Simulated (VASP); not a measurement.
Set up this calculation in VASP 6.6.1, as the native input.

| Quantity | Value |
| --- | --- |
| Task | single point |
| Functional | PBEsol-based screened hybrid with 25 % exact exchange |
| Potentials or basis | VASP PAW PBE potentials, release 64 (Cu, N) |
| Cutoff | 520 eV |
| k mesh | 4 × 4 × 4 |
| Occupations | fermi-dirac, width 0.05 eV |
| Spin | no spin polarisation |
| Dipole correction | no |
| Grid for exact exchange (PRECFOCK) | Normal |
| Share of exact exchange | 0.25 |
| Further INCAR settings | ALGO = Normal; EDIFF = 1e-06; NBANDS = 27 |
| Screening parameter | 0.207 1/Å |

The system is Cu3N.

```xyz
4
Lattice="3.8070 0.0000 0.0000 0.0000 3.8070 0.0000 0.0000 0.0000 3.8070" Properties=species:S:1:pos:R:3 pbc="T T T"
Cu    0.0000    0.0000    1.9035
Cu    0.0000    1.9035    0.0000
Cu    1.9035    0.0000    0.0000
N     0.0000    0.0000    0.0000
```

One way to write it, as run:

POSCAR

```
Cu3N
1.0
    3.8070000000      0.0000000000      0.0000000000
    0.0000000000      3.8070000000      0.0000000000
    0.0000000000      0.0000000000      3.8070000000
Cu N
3 1
Direct
    0.0000000000      0.0000000000      0.5000000000
    0.0000000000      0.5000000000      0.0000000000
    0.5000000000      0.0000000000      0.0000000000
    0.0000000000      0.0000000000      0.0000000000
```

INCAR.step1

```
SYSTEM = Cu3N
ALGO     = Normal         ! electronic algorithm
EDIFF    = 1E-5           ! SCF threshold, eV
ENCUT    = 520            ! plane-wave cutoff, eV
GGA      = PE             ! functional
ISIF     = 2              ! what is computed and relaxed
ISMEAR   = -1             ! smearing method
LASPH    = .TRUE.         ! aspherical terms in the spheres
LREAL    = .FALSE.        ! projectors in reciprocal space
LWAVE    = .TRUE.         ! write WAVECAR
NBANDS   = 27             ! bands
NELM     = 100            ! most SCF steps
PREC     = Accurate       ! precision mode
SIGMA    = 0.05           ! smearing width, eV
```

INCAR.step2

```
SYSTEM = Cu3N
AEXX     = 0.25           ! exact-exchange fraction
ALGO     = Normal         ! electronic algorithm
EDIFF    = 1E-6           ! SCF threshold, eV
ENCUT    = 520            ! plane-wave cutoff, eV
GGA      = PS             ! functional
HFSCREEN = 0.207          ! screening, 1/A
ISIF     = 2              ! what is computed and relaxed
ISMEAR   = -1             ! smearing method
ISTART   = 1            
LASPH    = .TRUE.         ! aspherical terms in the spheres
LCHARG   = .TRUE.         ! write CHGCAR
LELF     = .TRUE.         ! ELF
LHFCALC  = .TRUE.         ! exact exchange
LREAL    = .FALSE.        ! projectors in reciprocal space
LVHAR    = .TRUE.       
LWAVE    = .FALSE.        ! write WAVECAR
NBANDS   = 27             ! bands
NELM     = 100            ! most SCF steps
PREC     = Accurate       ! precision mode
PRECFOCK = Normal       
SIGMA    = 0.05           ! smearing width, eV
```

KPOINTS

```
k-points
0
G
  4 4 4
  0 0 0
```

Potentials or basis: VASP PAW PBE potentials, release 64 (Cu, N).

Run with:

```console
$ cat potpaw_PBE.64/Cu/POTCAR potpaw_PBE.64/N/POTCAR > POTCAR
$ cp INCAR.step1 INCAR
$ mpirun -np 1 vasp_std > vasp.out
$ cp INCAR.step2 INCAR
$ mpirun -np 1 vasp_std > vasp.out
```

Results of the run:

The pressure is -2.3 GPa and the band gap on the k mesh is 0.93 eV (least direct gap 1.64 eV).

Caveat: the PAW data sets were made with another functional, which shifts forces and pressure a little.

Wall time 37 min on 1 thread of Intel(R) Xeon(R) Platinum 8488C (Sapphire Rapids) (shared host), peak memory 0.27 GiB.
